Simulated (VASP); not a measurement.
# C in VASP: a series of runs

C is run at these levels: PBE+D3(BJ); tasks: single point.

Program: VASP 6.6.1. These are calculated values, not measurements. Logs are shortened: lines on timing, memory, paths and dates and some standing lists are left out, and cuts for length are marked.

### Step 1. The cell of the first run

The cell holds a slab with vacuum, 4 atoms: a = 2.342 Å, b = 2.342 Å, c = 23.922 Å, α = 90.00°, β = 90.00°, γ = 120.00°.

### Step 2. Single point, PBE+D3(BJ) (strain -0.0500 x Voigt [1, 1, 0, 0, 0, 0])

The input, INCAR:

```
PREC = Accurate
ENCUT = 600
EDIFF = 1E-6
ISMEAR = 0
SIGMA = 0.15
LREAL = F
LASPH = T
NELM = 120
ALGO = Normal
ISIF = 2
LWAVE = F
LCHARG = F
GGA = PE
IVDW = 12
NBANDS = 16
GGA_COMPAT = F
```

The input, KPOINTS:

```
regular mesh
0
Gamma
  24 24 2
```

The input, POSCAR:

```
C
1.0
    2.3420044633      0.0000000000      0.0000000000
   -1.1710022316      2.0282353610      0.0000000000
    0.0000000000      0.0000000000     23.9222939139
C
4
Direct
    0.0000000000      0.0000000000      0.5711557753
    0.0000000000      0.0000000000      0.4288442247
    0.3333333333      0.6666666667      0.4288237756
    0.6666666667      0.3333333333      0.5711762244
```

Potentials or basis: VASP PAW PBE potentials, release 64 (C).

Run with:

```console
> cat potpaw_PBE.64/C/POTCAR > POTCAR
> mpirun -np 1 vasp_std > vasp.out
```

OUTCAR:

```text
PREC = Accurate
   ENCUT = 600
   EDIFF = 1E-6
   ISMEAR = 0
   LREAL = F
   LASPH = T
   NELM = 120
   ISIF = 2
   GGA = PE
   IVDW = 12
 IVDW          = 12

 ion  position               nearest neighbor table
   1  0.000  0.000  0.571-   4 1.35   4 1.35   4 1.35
   2  0.000  0.000  0.429-   3 1.35   3 1.35   3 1.35
   3  0.333  0.667  0.429-   2 1.35   2 1.35   2 1.35
   4  0.667  0.333  0.571-   1 1.35   1 1.35   1 1.35

  LATTYP: Found a hexagonal cell.
 ALAT       =     2.3420044633
 C/A-ratio  =    10.2144527428

  Lattice vectors:

 A1 = (   2.3420044633,   0.0000000000,   0.0000000000)
 A2 = (  -1.1710022316,   2.0282353610,   0.0000000000)
 A3 = (   0.0000000000,   0.0000000000,  23.9222939139)

Analysis of symmetry for initial positions (statically):
=====================================================================
 Subroutine PRICEL returns:
 Original cell was already a primitive cell.

 Routine SETGRP: Setting up the symmetry group for a
 hexagonal supercell.

 Subroutine GETGRP returns: Found 12 space group operations
 (whereof 12 operations were pure point group operations)
 out of a pool of 24 trial point group operations.

The static configuration has the point symmetry D_3d.

Analysis of symmetry for dynamics (positions and initial velocities):
=====================================================================
 Subroutine PRICEL returns:
 Original cell was already a primitive cell.

 Routine SETGRP: Setting up the symmetry group for a
 hexagonal supercell.

 Subroutine GETGRP returns: Found 12 space group operations
 (whereof 12 operations were pure point group operations)
 out of a pool of 24 trial point group operations.

The dynamic configuration has the point symmetry D_3d.

 Subroutine INISYM returns: Found 12 space group operations
 (whereof 12 operations are pure point group operations),
 and found     1 'primitive' translations

----------------------------------------------------------------------------------------

                                     Primitive cell

  volume of cell :     113.6342

  direct lattice vectors                    reciprocal lattice vectors
     2.342004463  0.000000000  0.000000000     0.426984669  0.246519713  0.000000000
    -1.171002232  2.028235361  0.000000000     0.000000000  0.493039427  0.000000000
     0.000000000  0.000000000 23.922293914     0.000000000  0.000000000  0.041802011

  length of vectors
     2.342004463  2.342004463 23.922293914     0.493039427  0.493039427  0.041802011

  position of ions in fractional coordinates (direct lattice)
     0.000000000  0.000000000  0.571155775
     0.000000000  0.000000000  0.428844225
     0.333333333  0.666666667  0.428823776
     0.666666667  0.333333333  0.571176224

  ion indices of the primitive-cell ions
   primitive index   ion index
                 1           1
                 2           2
                 3           3
                 4           4

----------------------------------------------------------------------------------------

 KPOINTS: regular mesh

Automatic generation of k-mesh.
 Grid dimensions read from file:
 generate k-points for:   24   24    2

 Generating k-lattice:

  Cartesian coordinates                     Fractional coordinates (reciprocal lattice)
     0.017791028  0.010271655  0.000000000     0.041666667 -0.000000000  0.000000000
     0.000000000  0.020543309  0.000000000     0.000000000  0.041666667  0.000000000
     0.000000000  0.000000000  0.020901006     0.000000000  0.000000000  0.500000000

  Length of vectors
     0.020543309  0.020543309  0.020901006

  Shift w.r.t. Gamma in fractional coordinates (k-lattice)
     0.000000000  0.000000000  0.000000000

 Subroutine IBZKPT returns following result:
 ===========================================

 Found    122 irreducible k-points:

 Following reciprocal coordinates:
            Coordinates               Weight
  0.000000  0.000000  0.000000      1.000000
  0.041667 -0.000000  0.000000      6.000000
  0.083333 -0.000000  0.000000      6.000000
  0.125000 -0.000000  0.000000      6.000000
  0.166667 -0.000000  0.000000      6.000000
  0.208333 -0.000000  0.000000      6.000000
[... 16 lines left out ...]
  0.416667  0.041667  0.000000     12.000000
  0.458333  0.041667  0.000000     12.000000
 [... further k-points ...]
   k-points           NKPTS =    122   k-points in BZ     NKDIM =    122   number of bands    NBANDS=     16
   number of dos      NEDOS =    301   number of ions     NIONS =      4
   total plane-waves  NPLWV =  76800
   dimension x,y,z NGX =    20 NGY =   20 NGZ =  192
   dimension x,y,z NGXF=    40 NGYF=   40 NGZF=  384
   ions per type =               4
   NGX,Y,Z   is equivalent  to a cutoff of  14.20, 14.20, 13.34 a.u.
   NGXF,Y,Z  is equivalent  to a cutoff of  28.39, 28.39, 26.69 a.u.
 SYSTEM =  unknown system
   PREC   = accura    normal or accurate (medium, high low for compatibility)
   ISTART =      0    job   : 0-new  1-cont  2-samecut
   ICHARG =      2    charge: 1-file 2-atom 10-const
   ISPIN  =      1    spin polarized calculation?
   LNONCOLLINEAR =      F non collinear calculations
   LSORBIT =      F    spin-orbit coupling
   LASPH  =      T    aspherical Exc in radial PAW
   ENCUT  =  600.0 eV  44.10 Ry    6.64 a.u.   4.68  4.68 47.78*2*pi/ulx,y,z
   NELM   =    120;   NELMIN=  2; NELMDL= -5     # of ELM steps
   EDIFF  = 0.1E-05   stopping-criterion for ELM
   LREAL  =      F    real-space projection
   EDIFFG = 0.1E-04   stopping-criterion for IOM
   NSW    =      0    number of steps for IOM
   IBRION =     -1    ionic relax: 0-MD 1-quasi-New 2-CG
   NFREE  =      0    steps in history (QN), initial steepest desc. (CG)
   ISIF   =      2    stress and relaxation
   ISYM   =      2    0-nonsym 1-usesym 2-fastsym
   POTIM  = 0.5000    time-step for ionic-motion
   TEBEG  =    0.0;   TEEND  =   0.0 temperature during run
   PSTRESS=    0.0 pullay stress
   NELECT =      16.0000    total number of electrons
   NUPDOWN=      -1.0000    fix difference up-down
   EMIN   =  10.00;   EMAX   =-10.00  energy-range for DOS
   EFERMI =   0.00;   METHOD = LEGACY
   ISMEAR =     0;   SIGMA  =   0.15  broadening in eV -4-tet -1-fermi 0-gaus
   EFERMI_NEDOS =   21; number of points for ismear=-14 and -15
   IALGO  =     38    algorithm
   IMIX   =      4    mixing-type and parameters
     AMIX     =   0.40;   BMIX     =  1.00
     AMIX_MAG =   1.60;   BMIX_MAG =  1.00
  volume/ion in A,a.u.               =      28.41       191.71
  Fermi-wavevector in a.u.,A,eV,Ry     =   0.851684  1.609450  9.869200  0.725366
  Thomas-Fermi vector in A             =   1.967855
   LORBIT       =      0    0 simple, 1 ext, 2 COOP (PROOUT), +10 PAW based schemes
   GGA     = PE    functional components
   LHFCALC =     F    Hartree Fock is set to
   AEXX    =    0.0000 exact exchange contribution
   IVDW    =    12    specifies the selected vdW correction
   LEPSILON=     F    determine dielectric tensor
   LRPA    =     F    only Hartree local field effects (RPA)
 non-spin polarized calculation
 Gauss-broadening in eV      SIGMA  =   0.15
  energy-cutoff  :      600.00
  volume of cell :      113.63
 maximum number of plane-waves:      3840
 NGX is ok and might be reduce to    20
   NGX =  9   NGY =  9   NGZ = 95

 number of electron      15.9999999 magnetization

 Free energy of the ion-electron system (eV)
  ---------------------------------------------------
  ext. energy  EPLUGINS =         0.00000000
  ---------------------------------------------------
  free energy    TOTEN  =       -36.08279751 eV

  energy without entropy =      -36.08219459  energy(sigma->0) =      -36.08249605

 E-fermi :  -1.1465     XC(G=0):  -3.3687

 val. band max:       -1.1467209472   @ k =   0.3333   0.3333   0.5000
 cond. band min:      -0.8512530229   @ k =   0.3333   0.3333   0.0000
 fundamental gap:      0.2954679243
 Fermi energy:        -1.1465233408

 k-point     1 :       0.0000    0.0000    0.0000
  band No.  band energies     occupation
      1     -21.9931      2.00000
      2     -21.8688      2.00000
      3     -10.2714      2.00000
      4      -9.4203      2.00000
      5      -4.0831      2.00000
      6      -4.0831      2.00000
[... 8 lines left out ...]
     15       5.3045      0.00000
     16       7.1279      0.00000

 k-point     2 :       0.0417   -0.0000    0.0000
  band No.  band energies     occupation
      1     -21.9480      2.00000
      2     -21.8241      2.00000
      3     -10.2153      2.00000
      4      -9.3654      2.00000
      5      -4.2642      2.00000
      6      -4.2568      2.00000
[... 8 lines left out ...]
     15       5.3664      0.00000
     16       7.1879      0.00000

 k-point     3 :       0.0833   -0.0000    0.0000
  band No.  band energies     occupation
      1     -21.8131      2.00000
      2     -21.6903      2.00000
      3     -10.0473      2.00000
      4      -9.2014      2.00000
      5      -4.7811      2.00000
      6      -4.7699      2.00000
[... 8 lines left out ...]
     15       5.5523      0.00000
     16       7.3673      0.00000

 k-point     4 :       0.1250   -0.0000    0.0000
  band No.  band energies     occupation
      1     -21.5885      2.00000
      2     -21.4675      2.00000
      3      -9.7684      2.00000
      4      -8.9293      2.00000
      5      -5.5687      2.00000
      6      -5.5522      2.00000
[... 8 lines left out ...]
     15       5.8621      0.00000
     16       7.6652      0.00000
[... 324 lines left out ...]
 k-point    22 :       0.3750    0.0417    0.0000
  band No.  band energies     occupation
      1     -17.9819      2.00000
      2     -17.8877      2.00000
      3     -12.9762      2.00000
      4     -12.9156      2.00000
      5      -7.8466      2.00000
      6      -7.8273      2.00000
[... 8 lines left out ...]
     15       8.4658      0.00000
     16       9.1875      0.00000

 k-point    23 :       0.4167    0.0417    0.0000
  band No.  band energies     occupation
      1     -17.1317      2.00000
      2     -17.0440      2.00000
      3     -14.0853      2.00000
      4     -14.0185      2.00000
      5      -8.0305      2.00000
      6      -8.0107      2.00000
[... 8 lines left out ...]
     15       9.7116      0.00000
     16      10.4334      0.00000

 k-point    24 :       0.4583    0.0417    0.0000
  band No.  band energies     occupation
      1     -16.2393      2.00000
      2     -16.1629      2.00000
      3     -15.1032      2.00000
      4     -15.0363      2.00000
      5      -8.1232      2.00000
      6      -8.1034      2.00000
[... 8 lines left out ...]
     15      11.0911      0.00000
     16      11.1639      0.00000

 [... further k-points ...]

------------------------ aborting loop because EDIFF is reached ----------------------------------------

 Edisp (eV)   -0.44481

 E8    (eV) :    -0.1329

  FORCE on cell =-STRESS in cart. coord.  units (eV):
  Direction    XX          YY          ZZ          XY          YZ          ZX
  --------------------------------------------------------------------------------------
  -------------------------------------------------------------------------------------
  Total      16.42985    16.42985    -0.09710     0.00000     0.00000     0.00000
  in kB     231.65159   231.65159    -1.36908     0.00000     0.00000     0.00000
  external pressure =      153.98 kB  Pullay stress =        0.00 kB

 VOLUME and BASIS-vectors are now :
 -----------------------------------------------------------------------------
  energy-cutoff  :      600.00
  volume of cell :      113.63
      direct lattice vectors                 reciprocal lattice vectors
     2.342004463  0.000000000  0.000000000     0.426984669  0.246519713  0.000000000
    -1.171002232  2.028235361  0.000000000     0.000000000  0.493039427  0.000000000
     0.000000000  0.000000000 23.922293914     0.000000000  0.000000000  0.041802011

 POSITION                                       TOTAL-FORCE (eV/Angst)
 -----------------------------------------------------------------------------------
      0.00000      0.00000     13.66336        -0.000000     -0.000000      0.001197
      0.00000      0.00000     10.25894         0.000000      0.000000     -0.001197
     -0.00000      1.35216     10.25845        -0.000000      0.000000      0.004643
      1.17100      0.67608     13.66385         0.000000      0.000000     -0.004643
 -----------------------------------------------------------------------------------
    total drift:                               -0.000000     -0.000000      0.000000

  FREE ENERGIE OF THE ION-ELECTRON SYSTEM (eV)
  ---------------------------------------------------
  free  energy   TOTEN  =       -36.5276070696 eV

  energy  without entropy=      -36.5270041480  energy(sigma->0) =      -36.52730561
```

Run time: 3 min. Hardware: 1 thread of AMD EPYC 9R45 (Zen 5), shared host; peak memory 0.35 GiB.

What came out:

| Quantity | Value |
| --- | --- |
| Free energy | -36.5276 eV |
| Largest force | 0.005 eV/Å |
| Band gap on the k mesh | zero (filled and empty bands touch) |
| Dispersion energy per atom | -0.111 eV |

Forces in eV/Å, atoms in the order of the input:
```
C    0.000  0.000  0.001
C    0.000  0.000 -0.001
C    0.000  0.000  0.005
C    0.000  0.000 -0.005
```

Levels at points of the mesh, in eV from the Fermi level:
```csv
k point,band 6,band 7,band 8,band 9,band 10,band 11
"(0.00, 0.00, 0.00)",-2.94,-2.93,-2.93,2.91,3.31,3.84
"(0.50, 0.00, 0.00)",-6.82,-2.84,-2.53,1.59,1.94,8.88
"(0.00, 0.00, 0.50)",-2.94,-2.93,-2.93,2.91,3.29,3.91
"(0.50, 0.00, 0.50)",-6.82,-2.84,-2.53,1.59,1.94,8.88
```

Caveat: the cell differs from its parent crystal (strain -0.0500 x Voigt [1, 1, 0, 0, 0, 0]); there is no dipole correction, which matters where the two faces differ.

### Step 3. Single point, PBE+D3(BJ) (strain -0.0250 x Voigt [1, 1, 0, 0, 0, 0])

The input, INCAR:

```
SYSTEM = C
PREC = Accurate ; ENCUT = 600
EDIFF = 1E-6 ; ISMEAR = 0
SIGMA = 0.15 ; LREAL = .FALSE.
LASPH = .TRUE. ; NELM = 120
ALGO = Normal ; ISIF = 2
LWAVE = .FALSE. ; LCHARG = .TRUE.
GGA = PE ; IVDW = 12
LELF = .TRUE. ; LVHAR = .TRUE.
NBANDS = 16 ; GGA_COMPAT = .FALSE.
```

The input, KPOINTS:

```
Automatic mesh
0
G
  24 24 2
  0 0 0
```

POSCAR, as its differences from that of step 2:

```diff
@@ -2,4 +2,4 @@
 1.0
-    2.3420044633      0.0000000000      0.0000000000
-   -1.1710022316      2.0282353610      0.0000000000
+    2.4036361597      0.0000000000      0.0000000000
+   -1.2018180798      2.0816099758      0.0000000000
     0.0000000000      0.0000000000     23.9222939139
```

Potentials or basis: VASP PAW PBE potentials, release 64 (C).

Run with:

```console
> cat potpaw_PBE.64/C/POTCAR > POTCAR
> mpirun -np 1 vasp_std > vasp.out
```

It took 3.3 min on 1 thread of AMD EPYC 9R45 (Zen 5), shared host; peak memory 0.36 GiB.

Results (log left out):

```yaml
Free_energy: -37.1633 eV
Largest_force: 0.004 eV/Å
Band_gap_on_the_k_mesh: zero (filled and empty bands touch)
Dispersion_energy_per_atom: -0.117 eV
```

Forces in eV/Å, atoms in the order of the input:
```
C    0.000  0.000  0.001
C    0.000  0.000 -0.001
C    0.000  0.000  0.004
C    0.000  0.000 -0.004
```

Levels at points of the mesh, in eV from the Fermi level:
| k point | band 5 | band 6 | band 7 | band 8 | band 9 | band 10 | band 11 | band 12 |
| --- | --- | --- | --- | --- | --- | --- | --- | --- |
| (0.00, 0.00, 0.00) | -2.99 | -2.99 | -2.99 | -2.99 | 3.18 | 3.57 | 4.12 | 4.88 |
| (0.50, 0.00, 0.00) | -6.63 | -6.61 | -2.68 | -2.37 | 1.57 | 1.91 | 8.06 | 8.24 |
| (0.00, 0.00, 0.50) | -2.99 | -2.99 | -2.99 | -2.99 | 3.18 | 3.55 | 4.18 | 4.67 |
| (0.50, 0.00, 0.50) | -6.63 | -6.61 | -2.68 | -2.37 | 1.57 | 1.91 | 8.06 | 8.24 |

Caveat: the cell differs from its parent crystal (strain -0.0250 x Voigt [1, 1, 0, 0, 0, 0]); there is no dipole correction, which matters where the two faces differ.

The gap in the log of VASP goes by the Fermi energy; the results here count the filled bands.